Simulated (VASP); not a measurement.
Runs of VASP 6.6.1 on BaTe. The structure is that of space group Fm-3m (No. 225), or close to it. The cells are those of the table. 

```tsv
task	cell	gap on the mesh (eV)	pressure (GPa)
single point	a = 4.855 Å, angles 60.0°, 2 atoms	1.26	0.5
single point	a = 4.843 Å, angles 60.3°, 2 atoms	1.24	0.5
relaxation of the atoms	atoms relaxed from a = 4.867 Å, angles 59.7°, 2 atoms	1.25	0.5
single point	a = 4.867, b = 4.867, c = 4.855 Å, angles 60.1, 60.1, 59.8°, 2 atoms	1.26	0.3
single point	a = 4.831 Å, angles 60.0°, 2 atoms	1.22	1.0
relaxation of the atoms	atoms relaxed from a = 4.843 Å, angles 60.3°, 2 atoms	1.24	0.5
single point	a = 4.879 Å, angles 60.0°, 2 atoms	(b)	(a)
```

Alike in all rows: level LDA; potentials or basis VASP PAW LDA potentials, release 64 (Ba_sv, Te); no spin polarisation; k mesh 6 × 6 × 6; cutoff (eV) 520; smearing gaussian 0.01 eV.

**Question.** Fill in the values left out.

**Answer.** (a) -0.1; (b) 1.29.

Caveats: spin-orbit coupling is left out, which moves the levels of the heavy elements; the relaxation stopped at its first step, so nothing moved (some runs).

A k mesh can miss the band edges, and the runs leave out spin-orbit coupling on Ba, Te.
